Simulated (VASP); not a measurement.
# Ti3Si4Ni (P4mm) in VASP: relaxation of cell and atoms with PBE

Aim: the relaxation of cell and atoms of Ti3Si4Ni with PBE.

All numbers are computed with VASP 6.6.1; they aren't measurements. Logs are shortened: lines on timing, memory, paths and dates and some standing lists are left out, and cuts for length are marked.

## (1) The cell of the first run

The structure is tetragonal, space group P4mm (No. 99). Conventional cell: a = 4.653 Å, b = 4.653 Å, c = 5.239 Å, α = 90.00°, β = 90.00°, γ = 90.00°. Within 3.4 Å of Ti (site symmetry 2mm) lie 6 Si at 2.60 to 2.67 Å and 6 Ti at 2.68 to 3.29 Å and 2 Ni at 2.79 Å. Ti (site symmetry 4mm) has 6 Si at 2.59 to 2.66 Å and 4 Ti at 2.68 Å and 4 Ni at 3.30 Å within 3.4 Å. Within 3.4 Å of Si (site symmetry 2mm) lie 2 Ni at 2.57 Å and 4 Ti at 2.60 to 2.66 Å and 8 Si at 2.66 to 3.29 Å. Si (site symmetry 4mm) has 6 Ti at 2.59 to 2.67 Å and 8 Si at 2.66 to 3.29 Å within 3.4 Å. Within 3.3 Å of Si (site symmetry 4mm) lie 2 Ni at 2.48 to 2.75 Å and 4 Ti at 2.62 Å and 8 Si at 2.71 to 3.29 Å. Within 3.3 Å of Ni (site symmetry 4mm) lie 6 Si at 2.48 to 2.75 Å and 8 Ti at 2.79 to 3.30 Å.

## (2) Relaxation of cell and atoms, PBE

The input, INCAR:

```
SYSTEM = Ti3Si4Ni
PREC = Accurate ; ENCUT = 600
EDIFF = 1E-7 ; ISMEAR = 0
SIGMA = 0.1 ; LREAL = .False.
LASPH = .True. ; NELM = 100
ALGO = Normal ; ISIF = 3
LWAVE = .False. ; LCHARG = .False.
GGA = PE ; IBRION = 2
NSW = 100 ; EDIFFG = -0.01
```

The input, KPOINTS:

```
regular mesh
0
Gamma
  8 8 8
  0 0 0
```

The input, POSCAR:

```
Ti3Si4Ni
1.0
    4.6531140029      0.0000000000      0.0000000000
    0.0000000000      4.6531140029      0.0000000000
    0.0000000000      0.0000000000      5.2386697529
Ti Si Ni
3 4 1
Direct
    0.0000000000      0.5000000000      0.3657752393
    0.5000000000      0.0000000000      0.3657752393
    0.0000000000      0.0000000000      0.6210345914
    0.0000000000      0.5000000000      0.8689480283
    0.5000000000      0.0000000000      0.8689480283
    0.0000000000      0.0000000000      0.1150220590
    0.5000000000      0.5000000000      0.1343400833
    0.5000000000      0.5000000000      0.6601567312
```

Potentials or basis: VASP PAW PBE potentials, release 64 (Ti_sv, Si, Ni).

Run with:

```bash
cat potpaw_PBE.64/Ti_sv/POTCAR potpaw_PBE.64/Si/POTCAR potpaw_PBE.64/Ni/POTCAR > POTCAR
mpirun -np 1 vasp_std > vasp.out
```

OUTCAR:

```text
SYSTEM = Ti3Si4Ni
   PREC = Accurate
   ENCUT = 600
   EDIFF = 1E-7
   ISMEAR = 0
   LREAL = .False.
   LASPH = .True.
   NELM = 100
   ISIF = 3
   GGA = PE
   IBRION = 2
   NSW = 100
   EDIFFG = -0.01

 ion  position               nearest neighbor table
   1  0.000  0.500  0.366-   4 2.60   7 2.62   7 2.62   4 2.64   6 2.67   6 2.67   3 2.68   3 2.68
                             8 2.79   8 2.79
   2  0.500  0.000  0.366-   5 2.60   7 2.62   7 2.62   5 2.64   6 2.67   6 2.67   3 2.68   3 2.68
                             8 2.79   8 2.79
   3  0.000  0.000  0.621-   6 2.59   6 2.65   4 2.66   5 2.66   4 2.66   5 2.66   1 2.68   1 2.68
                             2 2.68   2 2.68
   4  0.000  0.500  0.869-   8 2.57   8 2.57   1 2.60   1 2.64   6 2.66   6 2.66   3 2.66   3 2.66
                             7 2.71   7 2.71
   5  0.500  0.000  0.869-   8 2.57   8 2.57   2 2.60   2 2.64   6 2.66   6 2.66   3 2.66   3 2.66
                             7 2.71   7 2.71
   6  0.000  0.000  0.115-   3 2.59   3 2.65   4 2.66   5 2.66   4 2.66   5 2.66   1 2.67   2 2.67
                             2 2.67   1 2.67
   7  0.500  0.500  0.134-   8 2.48   2 2.62   1 2.62   2 2.62   1 2.62   5 2.71   5 2.71   4 2.71
                             4 2.71   8 2.75
   8  0.500  0.500  0.660-   7 2.48   5 2.57   4 2.57   5 2.57   4 2.57   7 2.75   2 2.79   1 2.79
                             1 2.79   2 2.79

  LATTYP: Found a simple tetragonal cell.
 ALAT       =     4.6531140029
 C/A-ratio  =     1.1258416943

  Lattice vectors:

 A1 = (   4.6531140029,   0.0000000000,   0.0000000000)
 A2 = (   0.0000000000,   4.6531140029,   0.0000000000)
 A3 = (   0.0000000000,   0.0000000000,   5.2386697529)

Analysis of symmetry for initial positions (statically):
=====================================================================
 Subroutine PRICEL returns:
 Original cell was already a primitive cell.

 Routine SETGRP: Setting up the symmetry group for a
 simple tetragonal supercell.

 Subroutine GETGRP returns: Found  8 space group operations
 (whereof  8 operations were pure point group operations)
 out of a pool of 16 trial point group operations.

The static configuration has the point symmetry C_4v.

Analysis of symmetry for dynamics (positions and initial velocities):
=====================================================================
 Subroutine PRICEL returns:
 Original cell was already a primitive cell.

 Routine SETGRP: Setting up the symmetry group for a
 simple tetragonal supercell.

 Subroutine GETGRP returns: Found  8 space group operations
 (whereof  8 operations were pure point group operations)
[... 126 lines left out ...]
   NUPDOWN=      -1.0000    fix difference up-down
   EMIN   =  10.00;   EMAX   =-10.00  energy-range for DOS
   EFERMI =   0.00;   METHOD = LEGACY
   ISMEAR =     0;   SIGMA  =   0.10  broadening in eV -4-tet -1-fermi 0-gaus
   EFERMI_NEDOS =   21; number of points for ismear=-14 and -15
   IALGO  =     38    algorithm
   IMIX   =      4    mixing-type and parameters
     AMIX     =   0.40;   BMIX     =  1.00
     AMIX_MAG =   1.60;   BMIX_MAG =  1.00
  volume/ion in A,a.u.               =      14.18        95.68
  Fermi-wavevector in a.u.,A,eV,Ry     =   1.338554  2.529500 24.377926  1.791727
  Thomas-Fermi vector in A             =   2.467015
   LORBIT       =      0    0 simple, 1 ext, 2 COOP (PROOUT), +10 PAW based schemes
   GGA     = PE    functional components
   LHFCALC =     F    Hartree Fock is set to
   AEXX    =    0.0000 exact exchange contribution
   IVDW    =     0    specifies the selected vdW correction
   LEPSILON=     F    determine dielectric tensor
   LRPA    =     F    only Hartree local field effects (RPA)
 conjugate gradient relaxation of ions
 non-spin polarized calculation
 Gauss-broadening in eV      SIGMA  =   0.10
  energy-cutoff  :      600.00
  volume of cell :      113.42
 maximum number of plane-waves:      3820
 NGX is ok and might be reduce to    40
   NGX = 19   NGY = 19   NGZ = 21

--------------------------------------- Ionic step        1  -------------------------------------------

 number of electron      61.9999992 magnetization

 Free energy of the ion-electron system (eV)
  ---------------------------------------------------
  ext. energy  EPLUGINS =         0.00000000
  ---------------------------------------------------
  free energy    TOTEN  =       -53.74664988 eV

  energy without entropy =      -53.71373785  energy(sigma->0) =      -53.73019386

------------------------ aborting loop because EDIFF is reached ----------------------------------------

  FORCE on cell =-STRESS in cart. coord.  units (eV):
  Direction    XX          YY          ZZ          XY          YZ          ZX
  --------------------------------------------------------------------------------------
  -------------------------------------------------------------------------------------
  Total        0.2279357      0.2279357     -0.6188399      0.0000000     -0.0000000      0.0000000
  in kB        3.2196928      3.2196928     -8.7413901      0.0000000     -0.0000000      0.0000000
  external PRESSURE =      -0.7673348 kB  Pullay stress =       0.0000000 kB
[... 281 lines left out ...]
--------------------------------------- Ionic step        8  -------------------------------------------

 number of electron      61.9999981 magnetization

 Free energy of the ion-electron system (eV)
  ---------------------------------------------------
  ext. energy  EPLUGINS =         0.00000000
  ---------------------------------------------------
  free energy    TOTEN  =       -53.75095472 eV

  energy without entropy =      -53.71754705  energy(sigma->0) =      -53.73425088

 E-fermi :   9.6691     XC(G=0): -11.7816

 val. band max:        9.6645323299   @ k =   0.2500   0.1250   0.3750
 cond. band min:       9.6795643048   @ k =   0.2500   0.0000   0.5000
 fundamental gap:      0.0150319749
 Fermi energy:         9.6691267303

 k-point     1 :       0.0000    0.0000    0.0000
  band No.  band energies     occupation
      1     -46.8458      2.00000
      2     -46.8037      2.00000
      3     -46.6146      2.00000
      4     -23.3170      2.00000
      5     -23.3170      2.00000
      6     -23.2103      2.00000
[... 949 lines left out ...]
     36      11.1810      0.00000
     37      11.3469      0.00000

 [... further k-points ...]

------------------------ aborting loop because EDIFF is reached ----------------------------------------

  FORCE on cell =-STRESS in cart. coord.  units (eV):
  Direction    XX          YY          ZZ          XY          YZ          ZX
  --------------------------------------------------------------------------------------
  -------------------------------------------------------------------------------------
  Total        0.0006751      0.0006751     -0.0023233      0.0000000     -0.0000000      0.0000000
  in kB        0.0095204      0.0095204     -0.0327620      0.0000000     -0.0000000      0.0000000
  external PRESSURE =      -0.0045738 kB  Pullay stress =       0.0000000 kB
[... 23 lines left out ...]
  FREE ENERGIE OF THE ION-ELECTRON SYSTEM (eV)
  ---------------------------------------------------
  free  energy   TOTEN  =       -53.7509547155 eV

  energy  without entropy=      -53.7175470499  energy(sigma->0) =      -53.73425088

 reached required accuracy - stopping structural energy minimisation
```

Run time: 39 min. Hardware: 1 thread of Intel Xeon Platinum 8488C (Sapphire Rapids), shared host; peak memory 0.51 GiB.

Results:

- Free energy: -53.7510 eV
- Relaxed volume: 14.20 Å³/atom
- Relaxed cell: a = 4.668 Å, b = 4.668 Å, c = 5.214 Å, α = 90.00°, β = 90.00°, γ = 90.00°
- Space group after relaxing (to 0.1 Å): P4mm (No. 99)
- Energy gained by relaxing: 0.5 meV/atom
- Ionic steps: 8
- Pressure after relaxing: 0.0 GPa
- Largest force after relaxing: 0.007 eV/Å
- Band gap on the k mesh: zero (bands 31 and 32 overlap by 0.51 eV)

Forces in eV/Å, atoms in the order of the input:
```
Ti   0.000  0.000  0.006
Ti   0.000  0.000  0.006
Ti   0.000  0.000 -0.004
Si   0.000  0.000  0.004
Si   0.000  0.000  0.004
Si   0.000  0.000 -0.003
Si   0.000  0.000 -0.007
Ni   0.000  0.000 -0.005
```

Step by step:
| step | energy change (eV) | largest force (eV/Å) | pressure (GPa) | volume (Å³) |
| --- | --- | --- | --- | --- |
| 1 | 0.0000 | 0.1045 | -0.08 | 113.42 |
| 2 | -0.0027 | 0.0988 | 0.25 | 113.31 |
| 3 | -0.0029 | 0.0964 | 0.38 | 113.27 |
| 4 | -0.0038 | 0.0507 | -0.20 | 113.80 |
| 5 | -0.0039 | 0.0557 | -0.14 | 113.74 |
| 6 | -0.0042 | 0.0281 | -0.05 | 113.66 |
| 7 | -0.0043 | 0.0190 | 0.01 | 113.61 |
| 8 | -0.0043 | 0.0073 | 0.00 | 113.62 |

Final structure:
```
Ti Si Ni
1.0
     4.66817    0.00000    0.00000
     0.00000    4.66817    0.00000
     0.00000    0.00000    5.21371
Ti Si Ni
3 4 1
Cartesian
  4.6682 2.3341 1.9086
  2.3341 0.0000 1.9086
  4.6682 0.0000 3.2448
  4.6682 2.3341 4.5274
  2.3341 0.0000 4.5274
  4.6682 0.0000 0.6129
  2.3341 2.3341 0.7056
  2.3341 2.3341 3.4195
```
